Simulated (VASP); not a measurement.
# Sb: single point with PBEsol

Crystal: Sb.

```
Sb
1.0
     5.98718    0.00000    0.00000
     0.00000    5.98718    0.00000
     0.00000    0.00000    5.98718
Sb
8
Cartesian
  2.9936 2.9936 2.9936
  0.0000 0.0000 0.0000
  1.4968 0.0000 2.9936
  2.9936 1.4968 0.0000
  2.9936 4.4904 0.0000
  4.4904 0.0000 2.9936
  0.0000 2.9936 4.4904
  0.0000 2.9936 1.4968
```

| Quantity | Value |
| --- | --- |
| Program | VASP 6.6.1 |
| Task | single point |
| Functional | PBEsol |
| Potentials or basis | VASP PAW PBE potentials, release 64 (Sb) |
| Cutoff | 520 eV |
| k mesh | 4 × 4 × 4 |
| Occupations | gaussian, width 0.1 eV |
| Spin | no spin polarisation |
| Dipole correction | no |
| Further INCAR settings | ALGO = Normal; EDIFF = 1e-06; NBANDS = 30 |

The pressure is -0.3 GPa and the band gap on the k mesh is zero (bands 20 and 21 overlap by 0.20 eV).

Levels at points of the mesh, in eV from the Fermi level:
```tsv
k point	band 16	band 17	band 18	band 19	band 20	band 21	band 22	band 23	band 24	band 25
(0.00, 0.00, 0.00)	-3.05	-2.23	-1.74	-1.74	-1.74	0.78	0.78	0.78	1.21	1.21
(0.50, 0.00, 0.00)	-2.23	-1.37	-1.37	-0.81	-0.81	0.32	0.32	1.19	1.19	1.38
(0.50, 0.50, 0.00)	-1.53	-1.31	-1.31	-0.60	-0.32	0.48	0.58	1.29	1.29	1.60
(0.50, 0.50, 0.50)	-1.46	0.04	0.04	0.04	0.04	0.04	0.04	0.08	0.08	0.08
```

Wall time 87 s on 1 thread of AMD EPYC 7R43 64-Core Processor (Zen 3), on a shared host, peak memory 0.28 GiB.

Caveat: the PAW data sets were made with another functional, which shifts forces and pressure a little; spin-orbit coupling is left out, which moves the levels of the heavy elements.
